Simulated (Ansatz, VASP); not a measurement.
## Two plane-wave programs on MgO

Contents of INCAR:

```
SYSTEM = MgO
PREC = Accurate ; ENCUT = 600
EDIFF = 1E-6 ; ISMEAR = 0
SIGMA = 0.01 ; LREAL = .False.
LASPH = .True. ; NELM = 120
ALGO = Normal ; ISIF = 2
LWAVE = .False. ; LCHARG = .False.
GGA = RE ; NBANDS = 11
GGA_COMPAT = .False.
```

File KPOINTS:

```
Automatic mesh
0
Gamma
  8 8 8
  0 0 0
```

File POSCAR:

```
MgO
1.0
    0.0000000000      2.0800032635      2.0800032635
    2.0800032635      0.0000000000      2.0800032635
    2.0800032635      2.0800032635      0.0000000000
Mg O
1 1
Direct
    0.0000000000      0.0000000000      0.0000000000
    0.5000000000      0.5000000000      0.5000000000
```

Input for Ansatz:

```yaml
crystal:
  lattice:
    - [0.0, 2.0800032634903185, 2.0800032634903185]
    - [2.0800032634903185, 0.0, 2.0800032634903185]
    - [2.0800032634903185, 2.0800032634903185, 0.0]
  atoms:
    - { symbol: Mg, position: [0.0, 0.0, 0.0] }
    - { symbol: O, position: [0.5, 0.5, 0.5] }
accuracy: medium
kpoints:
  mp_grid:
    grid: [8, 8, 8]
hamiltonian:
  xc: revpbe
  pseudopotentials:
    kind: nc
scf:
  n_extra_bands: 4
  occupations:
    method: fixed
output:
  stress: true
```

Alike in both runs: task single point; functional revPBE; k mesh 8 × 8 × 8; no spin polarisation.

```csv
,VASP,Ansatz
version,VASP 6.6.1,Ansatz 0.2.0
potentials or method,"VASP PAW PBE potentials, release 64 (Mg, O)","plane waves, norm-conserving potentials"
plane-wave cutoff (eV),600,1240
occupations,"gaussian, width 0.01 eV",fixed
valence electrons in the cell,8,16
```

Ansatz gave:

| Quantity | Value |
| --- | --- |
| pressure (GPa) | 15.4 |

Which values does VASP return?

Pressure (GPa): 14.3.

VASP's potentials were made for PBE, not for revPBE. VASP's potentials hold 8 valence electrons a cell and Ansatz's 16, so a difference there can come from the potentials and not from the codes.
